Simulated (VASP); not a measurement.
A run of VASP 6.6.1 is set up as follows.

INCAR

```
  PREC = Accurate
  ENCUT = 520
  EDIFF = 1E-6
  ISMEAR = -1
  SIGMA = 0.1
  LREAL = False
  LASPH = True
  NELM = 60
  ALGO = Normal
  ISIF = 2
  LWAVE = False
  LCHARG = True
  GGA = CA
  LELF = True
  LVHAR = True
  NBANDS = 33
```

KPOINTS

```
regular mesh
0
Gamma
  5 5 8
```

Contents of POSCAR:

```
TaN
1.0
    2.6032410000      4.5089440000      0.0000000000
   -2.6032410000      4.5089440000      0.0000000000
    0.0000000000      0.0000000000      2.9200480000
Ta N
3 3
Direct
    0.0000000000      0.0000000000      0.0000000000
    0.3333000000      0.3334000000      0.5000000000
    0.6666000000      0.6667000000      0.5000000000
    0.5000000000      0.5000000000      0.0000000000
    0.5000000000      0.0000000000      0.0000000000
    0.0000000000      0.5000000000      0.0000000000
```

Potentials or basis: VASP PAW LDA potentials, release 64 (Ta_pv, N).

Launch:

```bash
$ cat potpaw_LDA.64/Ta_pv/POTCAR potpaw_LDA.64/N/POTCAR > POTCAR
$ mpirun -np 1 vasp_std > vasp.out
```

Estimate the largest force.

0.007 eV/Å.

Predict the band gap on the k mesh.

zero (bands 24 and 25 overlap by 2.11 eV).

What does it give for the pressure?

-6.9 GPa.

Forces on the atoms (eV/Å):
```
Ta  -0.001  0.000  0.000
Ta   0.005 -0.005  0.000
Ta   0.005  0.005  0.000
N    0.000  0.000  0.000
N   -0.004  0.002  0.000
N   -0.004 -0.002  0.000
```

Caveat: the cell stands under tension; spin-orbit coupling is left out, which moves the levels of the heavy elements.
